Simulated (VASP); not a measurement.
# NaF (Fm-3m) in VASP: notebook

NaF is run at these levels: PBE; tasks: single point.

Program: VASP 6.6.1. These are calculated values, not measurements. Logs are shortened: lines on timing, memory, paths and dates and some standing lists are left out, and cuts for length are marked.

**1. The cell of the first run**

It takes space group Fm-3m (No. 225, cubic). The conventional cell has a = 4.323 Å, b = 4.323 Å, c = 4.323 Å, α = 90.00°, β = 90.00°, γ = 90.00°. Within 2.9 Å of Na (site symmetry m-3m) lie 6 F at 2.16 Å. F (site symmetry m-3m) has 6 Na at 2.16 Å within 2.9 Å.

**2. Single point, PBE**

Contents of INCAR:

```
PREC = Accurate
ENCUT = 600
EDIFF = 1E-6
ISMEAR = 0
SIGMA = 0.01
LREAL = False
LASPH = True
NELM = 120
ALGO = Normal
ISIF = 2
LWAVE = False
LCHARG = False
GGA = PE
NBANDS = 14
GGA_COMPAT = False
```

Contents of KPOINTS:

```
Automatic mesh
0
Gamma
  7 7 7
```

Contents of POSCAR:

```
NaF
1.0
    0.0000000000      2.1616697061      2.1616697061
    2.1616697061      0.0000000000      2.1616697061
    2.1616697061      2.1616697061      0.0000000000
Na F
1 1
Direct
    0.0000000000      0.0000000000      0.0000000000
    0.5000000000      0.5000000000      0.5000000000
```

Potentials or basis: VASP PAW PBE potentials, release 64 (Na_pv, F).

On the command line:

```
$ cat potpaw_PBE.64/Na_pv/POTCAR potpaw_PBE.64/F/POTCAR > POTCAR
$ mpirun -np 1 vasp_std > vasp.out
```

OUTCAR:

```text
PREC = Accurate
   ENCUT = 600
   EDIFF = 1E-6
   ISMEAR = 0
   LREAL = False
   LASPH = True
   NELM = 120
   ISIF = 2
   GGA = PE

 ion  position               nearest neighbor table
   1  0.000  0.000  0.000-   2 2.16   2 2.16   2 2.16   2 2.16   2 2.16   2 2.16
   2  0.500  0.500  0.500-   1 2.16   1 2.16   1 2.16   1 2.16   1 2.16   1 2.16

  LATTYP: Found a face centered cubic cell.
 ALAT       =     4.3233394122

  Lattice vectors:

 A1 = (   0.0000000000,   2.1616697061,   2.1616697061)
 A2 = (   2.1616697061,   0.0000000000,   2.1616697061)
 A3 = (   2.1616697061,   2.1616697061,   0.0000000000)

Analysis of symmetry for initial positions (statically):
=====================================================================
 Subroutine PRICEL returns:
 Original cell was already a primitive cell.

 Routine SETGRP: Setting up the symmetry group for a
 face centered cubic supercell.

 Subroutine GETGRP returns: Found 48 space group operations
 (whereof 48 operations were pure point group operations)
 out of a pool of 48 trial point group operations.

The static configuration has the point symmetry O_h .

Analysis of symmetry for dynamics (positions and initial velocities):
=====================================================================
 Subroutine PRICEL returns:
 Original cell was already a primitive cell.

 Routine SETGRP: Setting up the symmetry group for a
 face centered cubic supercell.

 Subroutine GETGRP returns: Found 48 space group operations
 (whereof 48 operations were pure point group operations)
 out of a pool of 48 trial point group operations.

The dynamic configuration has the point symmetry O_h .

 Subroutine INISYM returns: Found 48 space group operations
 (whereof 48 operations are pure point group operations),
 and found     1 'primitive' translations

----------------------------------------------------------------------------------------

                                     Primitive cell

  volume of cell :      20.2022

  direct lattice vectors                    reciprocal lattice vectors
     0.000000000  2.161669706  2.161669706    -0.231302682  0.231302682  0.231302682
     2.161669706  0.000000000  2.161669706     0.231302682 -0.231302682  0.231302682
     2.161669706  2.161669706  0.000000000     0.231302682  0.231302682 -0.231302682

  length of vectors
     3.057062616  3.057062616  3.057062616     0.400627997  0.400627997  0.400627997

  position of ions in fractional coordinates (direct lattice)
     0.000000000  0.000000000  0.000000000
     0.500000000  0.500000000  0.500000000

  ion indices of the primitive-cell ions
   primitive index   ion index
                 1           1
[... 81 lines left out ...]
   EMIN   =  10.00;   EMAX   =-10.00  energy-range for DOS
   EFERMI =   0.00;   METHOD = LEGACY
   ISMEAR =     0;   SIGMA  =   0.01  broadening in eV -4-tet -1-fermi 0-gaus
   EFERMI_NEDOS =   21; number of points for ismear=-14 and -15
   IALGO  =     38    algorithm
   IMIX   =      4    mixing-type and parameters
     AMIX     =   0.40;   BMIX     =  1.00
     AMIX_MAG =   1.60;   BMIX_MAG =  1.00
  volume/ion in A,a.u.               =      10.10        68.17
  Fermi-wavevector in a.u.,A,eV,Ry     =   1.448721  2.737686 28.555817  2.098793
  Thomas-Fermi vector in A             =   2.566530
   LORBIT       =      0    0 simple, 1 ext, 2 COOP (PROOUT), +10 PAW based schemes
   GGA     = PE    functional components
   LHFCALC =     F    Hartree Fock is set to
   AEXX    =    0.0000 exact exchange contribution
   IVDW    =     0    specifies the selected vdW correction
   LEPSILON=     F    determine dielectric tensor
   LRPA    =     F    only Hartree local field effects (RPA)
 non-spin polarized calculation
 Gauss-broadening in eV      SIGMA  =   0.01
  energy-cutoff  :      600.00
  volume of cell :       20.20
 maximum number of plane-waves:       683
   NGX = 13   NGY = 13   NGZ = 13

 number of electron      13.9999983 magnetization

 Free energy of the ion-electron system (eV)
  ---------------------------------------------------
  ext. energy  EPLUGINS =         0.00000000
  ---------------------------------------------------
  free energy    TOTEN  =        -8.27690268 eV

  energy without entropy =       -8.27690268  energy(sigma->0) =       -8.27690268

 E-fermi :  -0.9212     XC(G=0): -10.1960

 val. band max:       -1.0147379888   @ k =   0.0000   0.0000   0.0000
 cond. band min:       6.5733453422   @ k =   0.0000   0.0000   0.0000
 fundamental gap:      7.5880833310
 Fermi energy:        -0.9211540503

 k-point     1 :       0.0000    0.0000    0.0000
  band No.  band energies     occupation
      1     -20.6118      2.00000
      2     -19.3986      2.00000
      3     -19.3986      2.00000
      4     -19.3986      2.00000
      5      -1.0147      2.00000
      6      -1.0147      2.00000
      7      -1.0147      2.00000
      8       6.5733      0.00000
      9      19.4529      0.00000
     10      19.4529      0.00000
     11      19.4529      0.00000
     12      22.7820      0.00000
     13      25.2069      0.00000
     14      25.2069      0.00000
[... 309 lines left out ...]
      1     -20.6780      2.00000
      2     -19.6068      2.00000
      3     -19.5284      2.00000
      4     -18.9758      2.00000
      5      -2.2100      2.00000
      6      -2.1865      2.00000
      7      -1.6459      2.00000
      8      13.2261      0.00000
      9      13.7758      0.00000
     10      16.6844      0.00000
     11      19.2125      0.00000
     12      23.8289      0.00000
     13      26.1605      0.00000
     14      29.5248      0.00000

------------------------ aborting loop because EDIFF is reached ----------------------------------------

  FORCE on cell =-STRESS in cart. coord.  units (eV):
  Direction    XX          YY          ZZ          XY          YZ          ZX
  --------------------------------------------------------------------------------------
  -------------------------------------------------------------------------------------
  Total        2.5216872      2.5216872      2.5216872      0.0000000      0.0000000      0.0000000
  in kB      199.9879349    199.9879349    199.9879349      0.0000000      0.0000000      0.0000000
  external PRESSURE =     199.9879349 kB  Pullay stress =       0.0000000 kB

 VOLUME and BASIS-vectors are now :
 -----------------------------------------------------------------------------
  energy-cutoff  :      600.00
  volume of cell :       20.20
      direct lattice vectors                 reciprocal lattice vectors
     0.000000000  2.161669706  2.161669706    -0.231302682  0.231302682  0.231302682
     2.161669706  0.000000000  2.161669706     0.231302682 -0.231302682  0.231302682
     2.161669706  2.161669706  0.000000000     0.231302682  0.231302682 -0.231302682

 POSITION                                       TOTAL-FORCE (eV/Angst)
 -----------------------------------------------------------------------------------
      0.00000      0.00000      0.00000         0.000000      0.000000      0.000000
      2.16167      2.16167      2.16167        -0.000000     -0.000000     -0.000000
 -----------------------------------------------------------------------------------
    total drift:                                0.000000     -0.000000      0.000000

  FREE ENERGIE OF THE ION-ELECTRON SYSTEM (eV)
  ---------------------------------------------------
  free  energy   TOTEN  =        -8.2769026841 eV

  energy  without entropy=       -8.2769026841  energy(sigma->0) =       -8.27690268
```

OSZICAR:

```text
N       E                     dE             d eps       ncg     rms          rms(c)
DAV:   1     0.115647488081E+03    0.11565E+03   -0.83980E+03   560   0.141E+03
DAV:   2    -0.403948759089E+01   -0.11969E+03   -0.11027E+03   578   0.368E+02
DAV:   3    -0.914876312691E+01   -0.51093E+01   -0.50988E+01   734   0.697E+01
DAV:   4    -0.918128493215E+01   -0.32522E-01   -0.32521E-01   596   0.601E+00
DAV:   5    -0.918157457192E+01   -0.28964E-03   -0.28964E-03   710   0.562E-01    0.555E+00
DAV:   6    -0.828455257698E+01    0.89702E+00   -0.27273E+00   704   0.168E+01    0.168E+00
DAV:   7    -0.827615897433E+01    0.83936E-02   -0.36441E-02   602   0.230E+00    0.105E+00
DAV:   8    -0.827652565557E+01   -0.36668E-03   -0.22024E-02   596   0.262E+00    0.129E-01
DAV:   9    -0.827685623129E+01   -0.33058E-03   -0.27502E-03   790   0.570E-01    0.663E-02
DAV:  10    -0.827690320522E+01   -0.46974E-04   -0.36831E-04   602   0.237E-01    0.834E-03
DAV:  11    -0.827690244426E+01    0.76096E-06   -0.11169E-05   668   0.368E-02    0.363E-03
DAV:  12    -0.827690268415E+01   -0.23989E-06   -0.23823E-06   602   0.145E-02
   1 F= -.82769027E+01 E0= -.82769027E+01  d E =-.454660E-42
```

It took 12 s on 1 thread of Intel Xeon 8259CL, shared host; peak memory 0.13 GiB.

What came out:

```
Free energy            : -8.2769 eV
Pressure               : 20.0 GPa
Band gap on the k mesh : 7.59 eV
```

Levels at points of the mesh, in eV from the valence-band top:
| k point | band 4 | band 5 | band 6 | band 7 | band 8 | band 9 | band 10 | band 11 |
| --- | --- | --- | --- | --- | --- | --- | --- | --- |
| (0.00, 0.00, 0.00) | -18.38 | 0.00 | 0.00 | 0.00 | 7.59 | 20.47 | 20.47 | 20.47 |

Caveat: the cell stands under pressure.

**3. Single point, PBE**

This run uses another cell than the first one, of 11.86 Å³/atom.

Contents of INCAR:

```
SYSTEM = NaF
PREC     = Accurate       ! precision mode
ENCUT    = 600            ! plane-wave cutoff, eV
EDIFF    = 1E-6           ! SCF threshold, eV
ISMEAR   = 0              ! smearing method
SIGMA    = 0.01           ! smearing width, eV
LREAL    = .False.        ! projectors in reciprocal space
LASPH    = .True.         ! aspherical terms in the spheres
NELM     = 120            ! most SCF steps
ALGO     = Normal         ! electronic algorithm
ISIF     = 2              ! what is computed and relaxed
LWAVE    = .False.        ! write WAVECAR
LCHARG   = .False.        ! write CHGCAR
GGA      = PE             ! functional
NBANDS   = 14             ! bands
GGA_COMPAT= .False.
```

Contents of KPOINTS:

```
Automatic mesh
0
Gamma
  7 7 7
  0 0 0
```

Contents of POSCAR:

```
NaF
1.0
    0.0000000000      2.2805647008      2.2805647008
    2.2805647008      0.0000000000      2.2805647008
    2.2805647008      2.2805647008      0.0000000000
Na F
1 1
Direct
    0.0000000000      0.0000000000      0.0000000000
    0.5000000000      0.5000000000      0.5000000000
```

Potentials or basis: VASP PAW PBE potentials, release 64 (Na_pv, F).

On the command line:

```
$ cat potpaw_PBE.64/Na_pv/POTCAR potpaw_PBE.64/F/POTCAR > POTCAR
$ mpirun -np 1 vasp_std > vasp.out
```

Run time: 20 s. Hardware: 1 thread of Intel Xeon 8259CL, shared host; peak memory 0.15 GiB.

Results (log left out):

| Property | Result |
| --- | --- |
| Free energy | -8.5369 eV |
| Pressure | 4.8 GPa |
| Band gap on the k mesh | 6.57 eV |

Levels at points of the mesh, in eV from the valence-band top:
| k point | band 3 | band 4 | band 5 | band 6 | band 7 | band 8 | band 9 | band 10 | band 11 | band 12 |
| --- | --- | --- | --- | --- | --- | --- | --- | --- | --- | --- |
| (0.00, 0.00, 0.00) | -18.81 | -18.81 | 0.00 | 0.00 | 0.00 | 6.57 | 19.32 | 19.32 | 19.32 | 22.28 |

Caveat: the cell stands under pressure. As with any semilocal functional, this PBE gap is likely too small.

**4. Single point, PBE**

This run uses another cell than the first one, of 11.11 Å³/atom.

Contents of INCAR:

```
SYSTEM = NaF
PREC = Accurate ; ENCUT = 600
EDIFF = 1E-6 ; ISMEAR = 0
SIGMA = 0.01 ; LREAL = .FALSE.
LASPH = .TRUE. ; NELM = 120
ALGO = Normal ; ISIF = 2
LWAVE = .FALSE. ; LCHARG = .FALSE.
GGA = PE ; NBANDS = 14
GGA_COMPAT = .FALSE.
```

Contents of KPOINTS:

```
regular mesh
0
G
  7 7 7
  0 0 0
```

Contents of POSCAR:

```
NaF
1.0
    0.0000000000      2.2311535158      2.2311535158
    2.2311535158      0.0000000000      2.2311535158
    2.2311535158      2.2311535158      0.0000000000
Na F
1 1
Direct
    0.0000000000      0.0000000000      0.0000000000
    0.5000000000      0.5000000000      0.5000000000
```

On the command line:

```
$ cat potpaw_PBE.64/Na_pv/POTCAR potpaw_PBE.64/F/POTCAR > POTCAR
$ mpirun -np 1 vasp_std > vasp.out
```

Wall time 21 s (1 thread of Intel Xeon 8259CL, shared host); peak memory 0.15 GiB.

Results (log left out):

```
Free energy            : -8.4655 eV
Pressure               : 9.9 GPa
Band gap on the k mesh : 6.96 eV
```

Levels at points of the mesh, in eV from the valence-band top:
| k point | band 5 | band 6 | band 7 | band 8 | band 9 | band 10 |
| --- | --- | --- | --- | --- | --- | --- |
| (0.00, 0.00, 0.00) | 0.00 | 0.00 | 0.00 | 6.96 | 19.79 | 19.79 |

Caveat: the cell stands under pressure.

**5. Summary**

| cell | gap on the mesh (eV) | pressure (GPa) |
| --- | --- | --- |
| a = 3.057 Å, angles 60.0°, 2 atoms | 7.59 | 20.0 |
| a = 3.225 Å, angles 60.0°, 2 atoms | 6.57 | 4.8 |
| a = 3.155 Å, angles 60.0°, 2 atoms | 6.96 | 9.9 |

Alike in all rows: task single point; level PBE; potentials or basis VASP PAW PBE potentials, release 64 (Na_pv, F); no spin polarisation; k mesh 7 × 7 × 7; cutoff (eV) 600; smearing gaussian 0.01 eV.

Caveats: the cell stands under pressure.

Absolute energies hang on the potentials; compare differences alone.
